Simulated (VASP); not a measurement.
The system is V.

```xyz
1
Lattice="2.6229 0.0000 0.0000 -0.8743 2.4729 0.0000 -0.8743 -1.2365 2.1416" Properties=species:S:1:pos:R:3 pbc="T T T"
V     0.0000    0.0000    0.0000
```

```yaml
Program: VASP 6.6.1
Task: relaxation of cell and atoms
Functional: PBEsol
Potentials_or_basis: VASP PAW PBE potentials, release 64 (V_sv)
Cutoff: 600 eV
k_mesh: 21 × 21 × 21
Occupations: fermi-dirac, width 0.1 eV
Spin: collinear spin, ferromagnetic start
Starting_moments: "[1.5] μB"
```

At the start: pressure -11.7 GPa; volume 13.89 Å³/atom.

How do energy, volume and symmetry change on relaxing?

Over 3 steps the energy falls by 35.2 meV/atom and the volume is 12.99 Å³/atom (-6.5 %); space group Im-3m (No. 229, to 0.1 Å) before and after; moment 0.00 μB per cell.

Step by step:
| step | energy change (eV) | largest force (eV/Å) | pressure (GPa) | volume (Å³) |
| --- | --- | --- | --- | --- |
| 1 | 0.0000 | 0.0000 | -11.68 | 13.89 |
| 2 | 0.0211 | 0.0000 | 18.85 | 11.95 |
| 3 | -0.0352 | 0.0000 | -0.24 | 12.99 |

Final structure:
```xyz
1
Lattice="2.5651 0.0000 0.0000 -0.8550 2.4184 0.0000 -0.8550 -1.2092 2.0944" Properties=species:S:1:pos:R:3 pbc="T T T"
V     0.0000    0.0000    0.0000
```

Caveat: the PAW data sets were made with another functional, which shifts forces and pressure a little.
